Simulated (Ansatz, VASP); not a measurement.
One calculation of F, two programs

The input INCAR:

```
SYSTEM = F
PREC = Accurate
ENCUT = 520
EDIFF = 1E-6
ISMEAR = 0
SIGMA = 0.05
LREAL = .False.
LASPH = .True.
NELM = 80
ALGO = Normal
ISIF = 2
LWAVE = .False.
LCHARG = .False.
GGA = PS
NBANDS = 22
```

Contents of KPOINTS:

```
Automatic mesh
0
Gamma
  4 4 2
  0 0 0
```

POSCAR

```
F
1.0
    3.1291544055     -1.7984322814     -0.2413473825
    3.1291544055      1.7984322814     -0.2413473825
   -2.3528850754      0.0000000000      7.2022286687
F
4
Direct
    0.0848459664      0.0848459664      0.0860117137
    0.9151540336      0.9151540336      0.9139882863
    0.5015719855      0.5015719855      0.5937195244
    0.4984280145      0.4984280145      0.4062804756
```

Input for Ansatz:

```yaml
crystal:
  lattice:
    - [3.1291544055, -1.7984322814, -0.2413473825]
    - [3.1291544055, 1.7984322814, -0.2413473825]
    - [-2.3528850754, 0.0, 7.2022286687]
  atoms:
    - { symbol: F, position: [0.0848459664, 0.0848459664, 0.0860117137] }
    - { symbol: F, position: [0.9151540336, 0.9151540336, 0.9139882863] }
    - { symbol: F, position: [0.5015719855, 0.5015719855, 0.5937195244] }
    - { symbol: F, position: [0.4984280145, 0.4984280145, 0.4062804756] }
basis:
  ecutwfc: 520.0
kpoints:
  mp_grid: { grid: [4, 4, 2] }
hamiltonian:
  xc: pbesol
scf:
  occupations: { method: gaussian, width: 0.05 }
output:
  forces: true
  stress: true
  eigenvalues: true
```

Alike in both runs: task single point; functional PBEsol; k mesh 4 × 4 × 2; occupations gaussian, width 0.05 eV; no spin polarisation.

|  | VASP | Ansatz |
| --- | --- | --- |
| version | VASP 6.6.1 | Ansatz 0.2.0 |
| potentials or method | VASP PAW PBE potentials, release 64 (F), cutoff 520 eV | scalar-relativistic, plane waves, PAW |
| valence electrons in the cell | 28 | 28 |

VASP gave:

```
gap on the k mesh at the Fermi level (eV)                     : 2.89
least direct gap on the mesh (eV)                             : 2.93
pressure (GPa)                                                : 2.9
traceless stress, the component that is largest in VASP (GPa) : 4.56
rms of the force components (eV/Å)                            : 1.576
```

**Question.** What did Ansatz give for the same quantities?

**Answer.** gap on the k mesh at the Fermi level (eV): 2.96; least direct gap on the mesh (eV): 3.00; pressure (GPa): 2.4; traceless stress, the component that is largest in VASP (GPa): 4.15; rms of the force components (eV/Å): 1.330.

VASP's potentials were made for PBE, not for PBEsol. Atom by atom the forces differ by 0.309 eV/Å (rms over components). With one functional, cell and mesh, what is left measures potentials, basis and numerics.

The k mesh is coarse, so the values compare programs but aren't converged.
